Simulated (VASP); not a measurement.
Set up this calculation in VASP 6.6.1, as the native input.

- Task: single point
- Functional: PBE
- Potentials or basis: VASP PAW PBE potentials, release 64 (Lu)
- Cutoff: 520 eV
- k mesh: 10 × 10 × 6
- Occupations: methfessel-paxton, width 0.6 eV
- Spin: no spin polarisation
- Dipole correction: no
- Further INCAR settings: ALGO = Normal; EDIFF = 1e-06; NBANDS = 32

The structure of Lu lies in POSCAR:

```
Lu
1.0
    3.5070808964      0.0000000000      0.0000000000
   -1.7535404482      3.0372211494      0.0000000000
    0.0000000000      0.0000000000      5.4772888711
Lu
2
Direct
    0.3333333333      0.6666666667      0.2500000000
    0.6666666667      0.3333333333      0.7500000000
```

These files were run (other wordings do the same):

INCAR

```
  ALGO = Normal
  EDIFF = 1E-6
  ENCUT = 520
  GGA = PE
  ISIF = 2
  ISMEAR = 1
  LASPH = True
  LCHARG = False
  LREAL = False
  LWAVE = False
  NBANDS = 32
  NELM = 100
  PREC = Accurate
  SIGMA = 0.6
```

KPOINTS

```
k-points
0
Gamma
  10 10 6
```

Potentials or basis: VASP PAW PBE potentials, release 64 (Lu).

Run with:

```console
$ cat potpaw_PBE.64/Lu/POTCAR > POTCAR
$ mpirun -np 1 vasp_std > vasp.out
```

Results of the run:

| Quantity | Value |
| --- | --- |
| Pressure | 0.4 GPa |
| Band gap on the k mesh | zero (bands 25 and 26 overlap by 1.84 eV) |

Caveat: so wide a smearing shifts energies and pressures; spin-orbit coupling is left out, which moves the levels of the heavy elements.

Run time: 100 s on 1 thread of Intel(R) Xeon(R) 6975P-C (Granite Rapids), with other jobs on the host, peak memory 0.24 GiB.
